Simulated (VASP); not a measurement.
## BN: single point with r2SCAN

Crystal: BN.

```xyz
24
Lattice="0.0000 3.4917 3.4917 3.4917 0.0000 3.4917 5.2375 5.2375 0.0000" Properties=species:S:1:pos:R:3 pbc="T T T"
B    -0.0791   -0.3843   -0.2098
B     2.3293    1.3925    0.4332
B     3.6656    3.3309    0.3119
B     1.4114   -0.1590    1.8861
B     3.7301    1.4070    2.2835
B     5.6855    3.1526    1.8132
B    -0.2275    1.5629    1.2842
B     1.8678    3.2699    2.1416
B     3.9802    4.8690    2.1389
B     1.7043    1.4927    3.6469
B     3.7542    3.2476    3.2086
B     5.1857    4.9734    3.6941
N     1.7965    1.9344    1.5784
N     3.0840    3.8250    1.5338
N     5.2341    5.4829    1.6858
N     3.1673    2.0050    3.3612
N     5.0180    3.7905    3.0767
N     7.0049    5.3697    3.2849
N     1.6526    3.7788    3.4980
N     3.3615    5.6119    3.1489
N     5.3446    7.0425    3.8306
N     3.6396    3.4519    5.4072
N     4.8250    5.3796    5.0255
N     7.0252    7.2259    5.1703
```

- Program: VASP 6.6.1
- Task: single point
- Functional: r2SCAN
- Potentials or basis: VASP PAW PBE potentials, release 64 (B, N)
- Cutoff: 520 eV
- k mesh: 4 × 4 × 2
- Occupations: fermi-dirac, width 0.02 eV
- Spin: no spin polarisation
- Dipole correction: no
- Further INCAR settings: LREAL = Auto; ALGO = Normal; EDIFF = 1e-06; NBANDS = 66

```
Pressure               : 79.3 GPa
Largest force          : 6.896 eV/Å
Band gap on the k mesh : 0.79 eV (least direct gap 0.88 eV)
```

Forces on the atoms (eV/Å):
```
B   -0.685  0.335  0.862
B   -0.113  1.952  0.029
B    3.638 -0.710  1.140
B   -0.200  2.789 -0.927
B    2.461 -3.789 -5.210
B   -3.333 -1.602 -0.072
B    1.382  2.661  2.184
B   -2.339  0.111 -2.373
B    0.423 -0.619 -0.549
B   -1.685  1.779 -0.655
B   -2.168  0.527  1.053
B    2.861  3.362  3.448
N   -0.984 -0.015  0.390
N    3.008  0.156  1.572
N   -1.630  1.538 -1.353
N    1.025 -0.830  3.925
N   -1.662 -3.857 -1.774
N   -0.667 -2.684  0.407
N    1.588 -1.067 -0.447
N   -3.480 -1.784  2.387
N   -2.264  1.931 -2.171
N    1.496  1.151 -0.934
N    1.253  1.369  1.112
N    2.074 -2.704 -2.044
```

Stress tensor (GPa, compression positive):
```
 48.33  -6.79  14.60
 -6.79 114.40 -17.72
 14.60 -17.72  75.06
```

Levels at points of the mesh, in eV from the valence-band top:
| k point | band 46 | band 47 | band 48 | band 49 | band 50 | band 51 |
| --- | --- | --- | --- | --- | --- | --- |
| (0.00, 0.00, 0.00) | -0.95 | -0.34 | -0.06 | 1.89 | 2.94 | 3.08 |
| (0.50, 0.00, 0.00) | -0.96 | -0.51 | -0.25 | 2.35 | 3.59 | 3.69 |
| (0.00, 0.50, 0.00) | -1.54 | -1.00 | -0.84 | 2.72 | 3.46 | 3.93 |
| (0.50, 0.50, 0.00) | -1.41 | -0.51 | -0.21 | 2.51 | 3.34 | 3.64 |
| (0.00, 0.00, 0.50) | -0.82 | -0.64 | -0.09 | 0.79 | 2.86 | 3.06 |
| (0.50, 0.00, 0.50) | -1.43 | -0.69 | -0.17 | 2.23 | 2.91 | 3.66 |
| (0.00, 0.50, 0.50) | -1.40 | -0.95 | -0.46 | 2.47 | 3.20 | 3.98 |
| (0.50, 0.50, 0.50) | -1.22 | -0.45 | -0.05 | 3.07 | 3.55 | 3.85 |

Run time: 37 min on 1 thread of Intel Xeon 8259CL (shared host), peak memory 0.36 GiB.

Caveat: the k points lie up to 0.52 Å⁻¹ apart; the atoms stand as in a frame of molecular dynamics; the PAW data sets were made with another functional, which shifts forces and pressure a little. A k mesh can miss the band edges.
